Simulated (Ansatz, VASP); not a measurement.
Two plane-wave programs on RuSe

The input INCAR:

```
PREC = Accurate
ENCUT = 520
EDIFF = 1E-7
ISMEAR = 0
SIGMA = 0.05
LREAL = F
LASPH = T
NELM = 100
ALGO = Normal
ISIF = 2
LWAVE = F
LCHARG = F
GGA = PE
NBANDS = 17
```

The input KPOINTS:

```
Automatic mesh
0
Gamma
  10 10 10
```

Contents of POSCAR:

```
RuSe
1.0
    0.0000000000      2.7480445175      2.7480445175
    2.7480445175      0.0000000000      2.7480445175
    2.7480445175      2.7480445175      0.0000000000
Ru Se
1 1
Direct
    0.0000000000      0.0000000000      0.0000000000
    0.2500000000      0.2500000000      0.2500000000
```

Input for Ansatz:

```yaml
crystal:
  lattice:
    - [0.0, 2.7480445175, 2.7480445175]
    - [2.7480445175, 0.0, 2.7480445175]
    - [2.7480445175, 2.7480445175, 0.0]
  atoms:
    - { symbol: Ru, position: [0.0, 0.0, 0.0] }
    - { symbol: Se, position: [0.25, 0.25, 0.25] }
basis:
  ecutwfc: 420
  ecutrho_ratio: 4
kpoints:
  mp_grid: { grid: [10, 10, 10] }
hamiltonian:
  xc: pbe
scf:
  occupations: { method: gaussian, width: 0.05 }
output:
  forces: true
  stress: true
  eigenvalues: true
```

Alike in both runs: task single point; functional PBE; k mesh 10 × 10 × 10; occupations gaussian, width 0.05 eV; no spin polarisation.

|  | VASP | Ansatz |
| --- | --- | --- |
| version | VASP 6.6.1 | Ansatz 0.2.0 |
| potentials or method | VASP PAW PBE potentials, release 64 (Ru_pv, Se), cutoff 520 eV | scalar-relativistic, plane waves, PAW |
| valence electrons in the cell | 20 | 32 |

Ansatz gave:

```
gap on the k mesh at the Fermi level (eV) : none
pressure (GPa)                            : 0.5
```

Question: What did VASP give for the same quantities?

Answer: gap on the k mesh at the Fermi level (eV): none; pressure (GPa): 0.6.

A gap of «none» marks a metal or a gap that the smearing closes. VASP's potentials hold 20 valence electrons a cell and Ansatz's 32, so a difference there can come from the potentials and not from the codes.
